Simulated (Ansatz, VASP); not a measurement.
# One calculation of GaS5, two programs

```
Ga S
1.0
     3.50758   -3.50771    0.00000
     3.50758    3.50771    0.00000
     0.00000    0.00000    4.87521
Ga S
1 5
Direct
  0.00000 0.00000 0.00000
  0.00000 0.50000 0.50000
  0.50000 0.00000 0.50000
  0.00000 0.50000 0.00000
  0.50000 0.00000 0.00000
  0.00000 0.00000 0.50000
```

Alike in both runs: functional PBE; k mesh 6 × 6 × 6; occupations gaussian, width 0.1 eV; no spin polarisation.

Ansatz relaxed the structure, and its values are those at the end. VASP's run is a single point on that final structure, the one shown.

|  | VASP | Ansatz |
| --- | --- | --- |
| version | VASP 6.6.1 | Ansatz 0.2.0 |
| potentials or method | VASP PAW PBE potentials, release 64 (Ga_d, S), cutoff 520 eV | scalar-relativistic, plane waves, PAW |
| valence electrons in the cell | 43 | 43 |

Ansatz gave:

| Item | Value |
| --- | --- |
| gap on the k mesh at the Fermi level (eV) | none |
| pressure (GPa) | 0.0 |

Task: Which values does VASP return?

Result: gap on the k mesh at the Fermi level (eV): none; pressure (GPa): -0.1.

A gap of «none» marks a metal or a gap that the smearing closes.
